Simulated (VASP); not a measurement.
Input of a VASP 6.6.1 run:

File INCAR:

```
PREC = Accurate
ENCUT = 560
EDIFF = 1E-6
ISMEAR = -1
SIGMA = 0.1
LREAL = False
LASPH = True
NELM = 120
ALGO = Normal
ISIF = 2
LWAVE = False
LCHARG = False
GGA = PE
NBANDS = 30
GGA_COMPAT = False
```

Contents of KPOINTS:

```
Automatic mesh
0
Gamma
  9 9 13
```

File POSCAR:

```
Re
1.0
    4.3803093901      0.0000000000      0.0000000000
   -2.1901546950      3.7934592082      0.0000000000
    0.0000000000      0.0000000000      2.7443323786
Re
3
Direct
    0.0000000000      0.0000000000      1.0000000000
    0.3333333333      0.6666666667      0.5000000000
    0.6666666667      0.3333333333      0.5000000000
```

Potentials or basis: VASP PAW PBE potentials, release 64 (Re_sv_GW).

Command:

```sh
$ cat potpaw_PBE.64/Re_sv_GW/POTCAR > POTCAR
$ mpirun -np 1 vasp_std > vasp.out
```

**Question.** Estimate the band gap on the k mesh.

**Answer.** Zero (an odd number of electrons rules out a gap without spin polarisation).

**Question.** Estimate the pressure.

**Answer.** -1.4 GPa.

Stress tensor (GPa, compression positive):
```
-1.13  0.00  0.00
 0.00 -1.13  0.00
 0.00  0.00 -2.09
```

Caveat: spin-orbit coupling is left out, which moves the levels of the heavy elements.
